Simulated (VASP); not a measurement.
Here is a VASP 6.6.1 calculation.

INCAR

```
SYSTEM = Cd
PREC = Accurate ; ENCUT = 600
EDIFF = 1E-6 ; ISMEAR = 0
SIGMA = 0.1 ; LREAL = .False.
LASPH = .True. ; NELM = 100
ALGO = Normal ; ISIF = 3
LWAVE = .False. ; LCHARG = .False.
GGA = PS ; IBRION = 2
NSW = 90 ; EDIFFG = -0.04
```

The input KPOINTS:

```
regular mesh
0
Gamma
  4 4 4
  0 0 0
```

Contents of POSCAR:

```
Cd
1.0
    2.3759859175     -4.0268555085      0.0000000000
    2.3759859175      4.0268555085      0.0000000000
    0.0000000000      0.0000000000      4.7582927676
Cd
4
Direct
    0.1525000000      0.8475000000      0.0785000000
    0.6525000000      0.3475000000      0.4215000000
    0.8475000000      0.1525000000      0.9215000000
    0.3475000000      0.6525000000      0.5785000000
```

Potentials or basis: VASP PAW PBE potentials, release 64 (Cd).

Run with:

```bash
$ cat potpaw_PBE.64/Cd/POTCAR > POTCAR
$ mpirun -np 1 vasp_std > vasp.out
```

(1) Predict the band gap on the k mesh.

(2) What does it give for the relaxed cell?

(3) Estimate the space group after relaxing (to 0.05 Å).

Results:

(1) zero (band 24 reaches 3.87 eV, above the bottom of band 25 at 0.60 eV).

(2) a = 4.898 Å, b = 4.898 Å, c = 4.997 Å, α = 90.00°, β = 90.00°, γ = 121.48°.

(3) Cmce (No. 64).

Caveat: the k points lie up to 0.38 Å⁻¹ apart in the final cell.
